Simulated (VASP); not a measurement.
A run of VASP 6.6.1:

The input POSCAR:

```
MoSe
1.0
    0.0000000000      2.8314484773      2.8314484773
    2.8314484773      0.0000000000      2.8314484773
    2.8314484773      2.8314484773      0.0000000000
Mo Se
1 1
Direct
    0.0000000000      0.0000000000      0.0000000000
    0.2500000000      0.2500000000      0.2500000000
```

INCAR.step1

```
SYSTEM = MoSe
PREC = Accurate ; ENCUT = 520
ISMEAR = 1 ; SIGMA = 0.005
LREAL = .False. ; LASPH = .True.
NELM = 150 ; ISPIN = 2
MAGMOM = 3 0 ; LMAXMIX = 4
NBANDS = 21 ; GGA = PE
ALGO = Normal ; EDIFF = 1E-4
LWAVE = .True. ; LCHARG = .False.
```

File INCAR.step2:

```
SYSTEM = MoSe
PREC = Accurate ; ENCUT = 520
EDIFF = 1E-6 ; ISMEAR = 1
SIGMA = 0.005 ; LREAL = .False.
LASPH = .True. ; NELM = 150
ALGO = Normal ; ISIF = 2
LWAVE = .False. ; LCHARG = .False.
ISPIN = 2 ; MAGMOM = 3 0
LORBIT = 11 ; LMAXMIX = 4
METAGGA = R2SCAN ; LMIXTAU = .True.
NBANDS = 21 ; ISTART = 1
```

KPOINTS

```
Automatic mesh
0
Gamma
  10 10 10
  0 0 0
```

Potentials or basis: VASP PAW PBE potentials, release 64 (Mo_sv, Se).

Run with:

```console
$ cat potpaw_PBE.64/Mo_sv/POTCAR potpaw_PBE.64/Se/POTCAR > POTCAR
$ cp INCAR.step1 INCAR
$ mpirun -np 1 vasp_std > vasp.out
$ cp INCAR.step2 INCAR
$ mpirun -np 1 vasp_std > vasp.out
```

Hardware: 1 thread of Intel Xeon 8259CL, on a shared host.

Problem. How long does it take, and how much memory?

Solution. Wall time 9.5 min on 1 thread of Intel Xeon 8259CL, on a shared host, peak memory 0.24 GiB. Counts: k points 47.
